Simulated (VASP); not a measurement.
Set up this calculation in VASP 6.6.1, as the native input.

```yaml
Task: single point
Functional: r2SCAN
Potentials_or_basis: VASP PAW PBE potentials, release 64 (H, Br)
Cutoff: 520 eV
k_mesh: 6 × 6 × 6
Occupations: gaussian, width 0.1 eV
Spin: no spin polarisation
Dipole_correction: no
Further_INCAR_settings: ALGO = Normal; EDIFF = 1e-07; NBANDS = 11
```

HBr:

```
CELL_PARAMETERS angstrom
0.00000 2.82000 3.03150
2.77750 0.00000 3.03150
2.77750 2.82000 0.00000
ATOMIC_POSITIONS crystal
H 0.00000 0.00000 0.00000
Br 0.50000 0.50000 0.50000
```

These files were run (other wordings do the same):

POSCAR

```
HBr
1.0
    0.0000000000      2.8200000000      3.0315000000
    2.7775000000      0.0000000000      3.0315000000
    2.7775000000      2.8200000000      0.0000000000
H Br
1 1
Direct
    0.0000000000      0.0000000000      0.0000000000
    0.5000000000      0.5000000000      0.5000000000
```

INCAR.step1

```
PREC     = Accurate       # precision mode
ENCUT    = 520            # plane-wave cutoff, eV
ISMEAR   = 0              # smearing method
SIGMA    = 0.1            # smearing width, eV
LREAL    = F              # projectors in reciprocal space
LASPH    = T              # aspherical terms in the spheres
NELM     = 100            # most SCF steps
NBANDS   = 11             # bands
GGA      = PE             # functional
ALGO     = Normal         # electronic algorithm
EDIFF    = 1E-4           # SCF threshold, eV
LWAVE    = T              # write WAVECAR
LCHARG   = F              # write CHGCAR
```

INCAR.step2

```
PREC     = Accurate       # precision mode
ENCUT    = 520            # plane-wave cutoff, eV
EDIFF    = 1E-7           # SCF threshold, eV
ISMEAR   = 0              # smearing method
SIGMA    = 0.1            # smearing width, eV
LREAL    = F              # projectors in reciprocal space
LASPH    = T              # aspherical terms in the spheres
NELM     = 100            # most SCF steps
ALGO     = Normal         # electronic algorithm
ISIF     = 2              # what is computed and relaxed
LWAVE    = F              # write WAVECAR
LCHARG   = F              # write CHGCAR
METAGGA  = R2SCAN         # meta-GGA
LMIXTAU  = T            
NBANDS   = 11             # bands
ISTART   = 1
```

KPOINTS

```
Automatic mesh
0
Gamma
  6 6 6
```

Potentials or basis: VASP PAW PBE potentials, release 64 (H, Br).

Launch:

```sh
$ cat potpaw_PBE.64/H/POTCAR potpaw_PBE.64/Br/POTCAR > POTCAR
$ cp INCAR.step1 INCAR
$ mpirun -np 1 vasp_std > vasp.out
$ cp INCAR.step2 INCAR
$ mpirun -np 1 vasp_std > vasp.out
```

Results of the run:

```json
{
 "Pressure": "-8.0 GPa",
 "Band gap on the k mesh": "zero (band 4 reaches -2.34 eV, above the bottom of band 5 at -2.84 eV)"
}
```

Caveat: the PAW data sets were made with another functional, which shifts forces and pressure a little.

Run time: 41 s on 1 thread of Intel(R) Xeon(R) 6975P-C (Granite Rapids), with other jobs on the host, peak memory 0.18 GiB.
